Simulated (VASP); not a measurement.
Input of a VASP 6.6.1 run:

Contents of INCAR:

```
SYSTEM = BN
ALGO     = Normal         ! electronic algorithm
EDIFF    = 1E-7           ! SCF threshold, eV
EDIFFG   = -0.02          ! ionic threshold
ENCUT    = 600            ! plane-wave cutoff, eV
GGA      = PE             ! functional
IBRION   = 2              ! ionic algorithm
ISIF     = 3              ! what is computed and relaxed
ISMEAR   = -1             ! smearing method
LASPH    = .TRUE.         ! aspherical terms in the spheres
LCHARG   = .FALSE.        ! write CHGCAR
LREAL    = .FALSE.        ! projectors in reciprocal space
LWAVE    = .FALSE.        ! write WAVECAR
NELM     = 80             ! most SCF steps
NSW      = 80             ! ionic steps
PREC     = Accurate       ! precision mode
PSTRESS  = 200.0        
SIGMA    = 0.05           ! smearing width, eV
```

File KPOINTS:

```
k-points
0
G
  13 13 13
  0 0 0
```

POSCAR

```
BN
1.0
    0.0000000000      1.8130010000      1.8130010000
    1.8130010000      0.0000000000      1.8130010000
    1.8130010000      1.8130010000      0.0000000000
N B
1 1
Direct
    0.2500000000      0.2500000000      0.2500000000
    0.0000000000      0.0000000000      0.0000000000
```

Potentials or basis: VASP PAW PBE potentials, release 64 (N, B).

Run with:

```bash
$ cat potpaw_PBE.64/N/POTCAR potpaw_PBE.64/B/POTCAR > POTCAR
$ mpirun -np 1 vasp_std > vasp.out
```

Question: Estimate the band gap on the k mesh.

Answer: 4.58 eV (least direct gap 9.01 eV).

Question: What does it give for the relaxed cell?

Answer: a = 2.522 Å, b = 2.522 Å, c = 2.522 Å, α = 60.00°, β = 60.00°, γ = 60.00°.

Question: Estimate the relaxed volume.

Answer: 5.67 Å³/atom.

Final structure:
```xyz
2
Lattice="0.0000 1.7834 1.7834 1.7834 0.0000 1.7834 1.7834 1.7834 0.0000" Properties=species:S:1:pos:R:3 pbc="T T T"
N     0.8917    0.8917    0.8917
B     0.0000    0.0000    0.0000
```

Caveat: the cell is relaxed towards a set pressure, so the run minimises the enthalpy, not the energy; an odd mesh through Γ misses points on the zone boundary, where band edges can lie.
